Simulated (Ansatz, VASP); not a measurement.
## One calculation of SnSe, two programs

INCAR

```
PREC     = Accurate       # precision mode
ENCUT    = 520            # plane-wave cutoff, eV
EDIFF    = 1E-7           # SCF threshold, eV
ISMEAR   = 0              # smearing method
SIGMA    = 0.02           # smearing width, eV
LREAL    = False          # projectors in reciprocal space
LASPH    = True           # aspherical terms in the spheres
NELM     = 100            # most SCF steps
ALGO     = Normal         # electronic algorithm
ISIF     = 2              # what is computed and relaxed
LWAVE    = False          # write WAVECAR
LCHARG   = False          # write CHGCAR
GGA      = PE             # functional
NBANDS   = 28             # bands
```

KPOINTS

```
Automatic mesh
0
Gamma
  8 8 6
```

File POSCAR:

```
SnSe
1.0
    2.1277823500     -6.3219875500      0.0000000000
    2.1277823500      6.3219875500      0.0000000000
    0.0000000000      0.0000000000      4.6397773600
Sn Se
2 2
Direct
    0.8839843688      0.1160156312      0.2456345705
    0.1160156312      0.8839843688      0.7456345705
    0.6496115927      0.3503884073      0.2543654295
    0.3503884073      0.6496115927      0.7543654295
```

Input for Ansatz:

```yaml
crystal:
  lattice:
    - [2.12778235, -6.32198755, 0.0]
    - [2.12778235, 6.32198755, 0.0]
    - [0.0, 0.0, 4.63977736]
  atoms:
    - { symbol: Sn, position: [0.8839843688, 0.1160156312, 0.2456345705] }
    - { symbol: Sn, position: [0.1160156312, 0.8839843688, 0.7456345705] }
    - { symbol: Se, position: [0.6496115927, 0.3503884073, 0.2543654295] }
    - { symbol: Se, position: [0.3503884073, 0.6496115927, 0.7543654295] }
basis:
  ecutwfc: 420
kpoints:
  mp_grid: { grid: [8, 8, 6] }
hamiltonian:
  xc: pbe
scf:
  occupations: { method: gaussian, width: 0.02 }
output:
  forces: true
  stress: true
  eigenvalues: true
```

Alike in both runs: task single point; functional PBE; k mesh 8 × 8 × 6; occupations gaussian, width 0.02 eV; no spin polarisation.

```csv
,VASP,Ansatz
version,VASP 6.6.1,Ansatz 0.2.0
potentials or method,"VASP PAW PBE potentials, release 64 (Sn_d, Se), cutoff 520 eV","scalar-relativistic, plane waves, PAW"
valence electrons in the cell,40,60
```

|  | VASP | Ansatz | Ansatz less VASP |
| --- | --- | --- | --- |
| gap on the k mesh at the Fermi level (eV) | 0.24 | 0.25 | +0.007 |
| least direct gap on the mesh (eV) | 0.34 | 0.35 | +0.007 |
| pressure (GPa) | -5.4 | -5.4 | 0.00 |
| traceless stress, the component that is largest in VASP (GPa) | 1.98 | 1.98 | +0.005 |
| rms of the force components (eV/Å) | 0.395 | 0.398 | +0.0030 |

Atom by atom the forces differ by 0.003 eV/Å (rms over components). VASP's potentials hold 40 valence electrons a cell and Ansatz's 60, so a difference there can come from the potentials and not from the codes.
